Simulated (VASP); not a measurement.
**PtW2: single point with PBE**

PtW2:

```
Pt W
1.0
     1.40093    0.80883    7.03945
    -1.40093    0.80883    7.03945
     0.00000   -1.61766    7.03945
Pt W
1 2
Direct
  0.00000 0.00000 0.00000
  0.77592 0.77592 0.77592
  0.22408 0.22408 0.22408
```

```
Program             : VASP 6.6.1
Task                : single point
Functional          : PBE
Potentials or basis : VASP PAW PBE potentials, release 64 (Pt, W_sv)
Cutoff              : 520 eV
k mesh              : 18 × 18 × 18
Occupations         : gaussian, width 0.1 eV
Spin                : no spin polarisation
```

The pressure is 0.2 GPa. The largest force is 0.009 eV/Å and the band gap on the k mesh is zero (bands 19 and 20 overlap by 2.02 eV).

Forces on the atoms (eV/Å):
```
Pt   0.000  0.000  0.000
W    0.000  0.000 -0.009
W    0.000  0.000  0.009
```

Levels at points of the mesh, in eV from the Fermi level:
```
           k point  band 15  band 16  band 17  band 18  band 19  band 20  band 21  band 22  band 23  band 24
(0.00, 0.00, 0.00)    -2.37    -2.37    -1.85    -1.61    -0.53    -0.53     0.02     0.02     2.74     2.74
(0.50, 0.00, 0.00)    -3.18    -1.72    -0.69    -0.35     1.13     1.58     1.74     2.58     5.36     5.52
(0.50, 0.50, 0.00)    -2.84    -2.20    -0.41    -0.34     0.28     0.83     2.48     3.70     4.00     5.33
(0.50, 0.50, 0.50)    -2.45    -2.45    -2.00    -0.29    -0.25    -0.25    -0.06    -0.06     2.23     2.23
```

Wall time 38 min on 1 thread of Intel(R) Xeon(R) 6975P-C (Granite Rapids), with other jobs on the host, peak memory 0.92 GiB.

Caveat: spin-orbit coupling is left out, which moves the levels of the heavy elements.
